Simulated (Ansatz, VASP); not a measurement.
# One calculation of Pt, two programs

The input INCAR:

```
  PREC = Accurate
  ENCUT = 600
  EDIFF = 1E-6
  ISMEAR = -1
  SIGMA = 0.08
  LREAL = False
  LASPH = True
  NELM = 60
  ALGO = Normal
  ISIF = 3
  LWAVE = False
  LCHARG = False
  GGA = PE
  IBRION = 2
  NSW = 60
  EDIFFG = -0.005
```

The input KPOINTS:

```
regular mesh
0
Gamma
  16 16 15
```

POSCAR

```
Pt
1.0
    2.7147600394      0.0000000000      0.0000000000
   -1.3573800197      2.3510511593      0.0000000000
    0.0000000000      0.0000000000      2.5518744370
Pt
1
Direct
    0.0000000000      0.0000000000      0.0000000000
```

Input for Ansatz:

```yaml
crystal:
  lattice:
    - [2.7147600394, 0.0, 0.0]
    - [-1.3573800197, 2.3510511593, 0.0]
    - [0.0, 0.0, 2.551874437]
  atoms:
    - { symbol: Pt, position: [0.0, 0.0, 0.0] }
kpoints:
  mp_grid: { grid: [16, 16, 15] }
scf:
  occupations: { method: fermi_dirac, width: 0.08 }
hamiltonian:
  xc: pbe
  pseudopotentials: { kind: paw }
output:
  forces: true
  stress: true
relax:
  f_tol: 0.005
  max_steps: 40
  cell: {}
```

Alike in both runs: task relaxation of cell and atoms; functional PBE; k mesh 16 × 16 × 15; occupations fermi-dirac, width 0.08 eV; no spin polarisation.

|  | VASP | Ansatz |
| --- | --- | --- |
| version | VASP 6.6.1 | Ansatz 0.2.0 |
| potentials or method | VASP PAW PBE potentials, release 64 (Pt) | PAW with Ansatz's default frozen-core files, scalar-relativistic |
| plane-wave cutoff (eV) | 600 | 420 |
| valence electrons in the cell | 10 | 18 |

```csv
,VASP,Ansatz,Ansatz less VASP
relaxed volume (Å³/atom),16.80,16.84,+0.034
relaxed length of the cell vector where the two differ most in proportion (Å),2.687,2.690,+0.0027
```

VASP's potentials hold 10 valence electrons a cell and Ansatz's 18, so a difference there can come from the potentials and not from the codes.

Neither program's run includes spin-orbit coupling.
